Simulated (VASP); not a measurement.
Runs of VASP 6.6.1 on Re. The structure is that of space group Pm-3m (No. 221), or close to it. The cells are those of the table. This isn't the form of Re at room conditions, which is hcp.

| cell | k mesh | gap on the mesh (eV) | pressure (GPa) |
| --- | --- | --- | --- |
| a = 2.631 Å, 1 atom | 14 × 14 × 14 | none | -19.2 |
| a = 2.598 Å, 1 atom | 14 × 14 × 14 | none | -11.2 |
| a = 2.494 Å, 1 atom | 14 × 14 × 14 | none | (a) |
| a = 2.530 Å, 1 atom | 14 × 14 × 14 | none | (c) |
| a = 2.565 Å, 1 atom | 20 × 20 × 20 | none | -0.9 |
| a = 2.458 Å, 1 atom | 14 × 14 × 14 | none | 44.4 |
| a = 2.663 Å, 1 atom | 14 × 14 × 14 | none | -25.5 |
| a = 2.565 Å, 1 atom | 14 × 14 × 14 | none | (b) |

Alike in all rows: task single point; level r2SCAN; potentials or basis VASP PAW PBE potentials, release 64 (Re); no spin polarisation; cutoff (eV) 660; smearing fermi-dirac 0.1 eV.

Q: Fill in the values left out.

A: (a) 25.8; (b) -1.4; (c) 10.8.

Caveats: the PAW data sets were made with another functional, which shifts forces and pressure a little; spin-orbit coupling is left out, which moves the levels of the heavy elements; the cell stands under tension (at least some runs); the cell stands under pressure (at least some runs).

A k mesh can miss the band edges, and the runs leave out spin-orbit coupling on Re.

A gap of «none» marks levels without a gap at the run's occupations.
